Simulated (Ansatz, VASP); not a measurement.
**Sc in VASP and in Ansatz**

INCAR

```
SYSTEM = Sc
  PREC = Accurate
  ENCUT = 500
  EDIFF = 1E-6
  ISMEAR = 0
  SIGMA = 0.2
  LREAL = .False.
  LASPH = .True.
  NELM = 120
  ALGO = Normal
  ISIF = 2
  LWAVE = .False.
  LCHARG = .False.
  GGA = CA
  NBANDS = 18
  GGA_COMPAT = .False.
```

File KPOINTS:

```
Automatic mesh
0
Gamma
  11 11 6
  0 0 0
```

Contents of POSCAR:

```
Sc
1.0
    3.2269060027      0.0000000000      0.0000000000
   -1.6134530014      2.7945825740      0.0000000000
    0.0000000000      0.0000000000      5.0094253455
Sc
2
Direct
    0.3333333333      0.6666666667      0.2500000000
    0.6666666667      0.3333333333      0.7500000000
```

Input for Ansatz:

```yaml
crystal:
  lattice:
    - [3.2269060027, 0.0, 0.0]
    - [-1.6134530014, 2.794582574, 0.0]
    - [0.0, 0.0, 5.0094253455]
  atoms:
    - { symbol: Sc, position: [0.3333333333, 0.6666666667, 0.25] }
    - { symbol: Sc, position: [0.6666666667, 0.3333333333, 0.75] }
hamiltonian:
  xc: lda
  pseudopotentials:
    kind: paw
    azcp:
      Sc: "pseudopotentials/Sc.paw.azcp"
basis:
  ecutwfc: 420
  fft_grid_basis: typed
kpoints:
  mp_grid: { grid: [11, 11, 6], shift: [0, 0, 0] }
magnetization:
  spin_polarized: false
scf:
  occupations: { method: gaussian, width: 0.2 }
  lower_state_search: "off"
output:
  stress: true
  write_density: true
  write_potential: true
  elf: true
  volumetric_format: npy
```

Alike in both runs: task single point; functional LDA; k mesh 11 × 11 × 6; occupations gaussian, width 0.2 eV; no spin polarisation.

|  | VASP | Ansatz |
| --- | --- | --- |
| version | VASP 6.6.1 | Ansatz 0.2.0 |
| potentials or method | VASP PAW LDA potentials, release 64 (Sc_sv), cutoff 500 eV | plane waves (420 eV) with PAW, scalar-relativistic |
| valence electrons in the cell | 22 | 22 |

```csv
,VASP,Ansatz,Ansatz less VASP
pressure (GPa),0.0,-0.1,-0.08
"traceless stress, the component that is largest in VASP (GPa)",-0.14,-0.14,0.000
```

Ansatz warns that its potentials were made for another functional, while VASP's fit it. LDA's correlation is that of Perdew and Zunger in VASP and of Perdew and Wang (1992) in Ansatz.
